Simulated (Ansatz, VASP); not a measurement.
## HfSn3O8 in VASP and in Ansatz

INCAR

```
PREC = Accurate
ENCUT = 520
EDIFF = 1E-7
ISMEAR = -1
SIGMA = 0.02
LREAL = F
LASPH = T
NELM = 100
ALGO = Normal
ISIF = 2
LWAVE = F
LCHARG = F
GGA = PE
NBANDS = 62
```

Contents of KPOINTS:

```
regular mesh
0
Gamma
  6 6 4
```

POSCAR

```
HfSn3O8
1.0
    3.3875321485     -3.3759472757      0.0000000000
    3.3875321485      3.3759472757      0.0000000000
    0.0000000000      0.0000000000      6.4163934677
Hf Sn O
1 3 8
Direct
    0.5000000000      0.5000000000      0.0000000000
    0.0000000000      0.0000000000      0.7490896391
    0.5000000000      0.5000000000      0.5000000000
    0.0000000000      0.0000000000      0.2509103609
    0.1928737448      0.1928737448      0.0000000000
    0.8071262552      0.8071262552      0.0000000000
    0.6953631052      0.3046368948      0.7487379734
    0.3046368948      0.6953631052      0.7487379734
    0.1952655834      0.1952655834      0.5000000000
    0.8047344166      0.8047344166      0.5000000000
    0.6953631052      0.3046368948      0.2512620266
    0.3046368948      0.6953631052      0.2512620266
```

Input for Ansatz:

```yaml
crystal:
  lattice:
    - [3.3875321485, -3.3759472757, 0.0]
    - [3.3875321485, 3.3759472757, 0.0]
    - [0.0, 0.0, 6.4163934677]
  atoms:
    - { symbol: Hf, position: [0.5, 0.5, 0.0] }
    - { symbol: Sn, position: [0.0, 0.0, 0.7490896391] }
    - { symbol: O, position: [0.1928737448, 0.1928737448, 0.0] }
    - { symbol: O, position: [0.8071262552, 0.8071262552, 0.0] }
    - { symbol: O, position: [0.6953631052, 0.3046368948, 0.7487379734] }
    - { symbol: O, position: [0.3046368948, 0.6953631052, 0.7487379734] }
    - { symbol: Sn, position: [0.5, 0.5, 0.5] }
    - { symbol: Sn, position: [0.0, 0.0, 0.2509103609] }
    - { symbol: O, position: [0.1952655834, 0.1952655834, 0.5] }
    - { symbol: O, position: [0.8047344166, 0.8047344166, 0.5] }
    - { symbol: O, position: [0.6953631052, 0.3046368948, 0.2512620266] }
    - { symbol: O, position: [0.3046368948, 0.6953631052, 0.2512620266] }
kpoints:
  mp_grid: { grid: [6, 6, 4] }
  band_path:
    path:
      - [[0.0, 0.0, 0.0], [0.5, 0.5, 0.0], [0.5017070042447, 0.4982929957553, 0.0]]
      - [[0.4982929957553, -0.4982929957553, 0.0], [0.0, 0.0, 0.0], [0.0, 0.0, 0.5], [0.4982929957553, -0.4982929957553, 0.5]]
      - [[0.5017070042447, 0.4982929957553, 0.5], [0.5, 0.5, 0.5], [0.5, 0.5, 0.0]]
      - [[0.0, 0.0, 0.0], [0.5, 9.821873650733e-18, 0.0], [0.5, 9.821873650733e-18, 0.5], [0.0, 0.0, 0.5], [0.5, 0.5, 0.5]]
    npoints: 10
hamiltonian:
  xc: pbe
scf:
  occupations: { method: fermi_dirac, width: 0.02 }
  n_extra_bands: 7
output:
  forces: true
  stress: true
  eigenvalues: true
```

Alike in both runs: task single point; functional PBE; k mesh 6 × 6 × 4; occupations fermi-dirac, width 0.02 eV; no spin polarisation.

```csv
,VASP,Ansatz
version,VASP 6.6.1,Ansatz 0.2.0
potentials or method,"VASP PAW PBE potentials, release 64 (Hf_pv, Sn_d, O)","plane waves, PAW"
plane-wave cutoff (eV),520,420
valence electrons in the cell,100,116
```

```tsv
	VASP	Ansatz	Ansatz less VASP
gap on the k mesh at the Fermi level (eV)	1.99	2.01	+0.016
pressure (GPa)	6.8	7.0	+0.28
rms of the force components (eV/Å)	0.133	0.059	-0.0741
```

VASP's potentials hold 100 valence electrons a cell and Ansatz's 116, so a difference there can come from the potentials and not from the codes.

Neither program's run includes spin-orbit coupling.
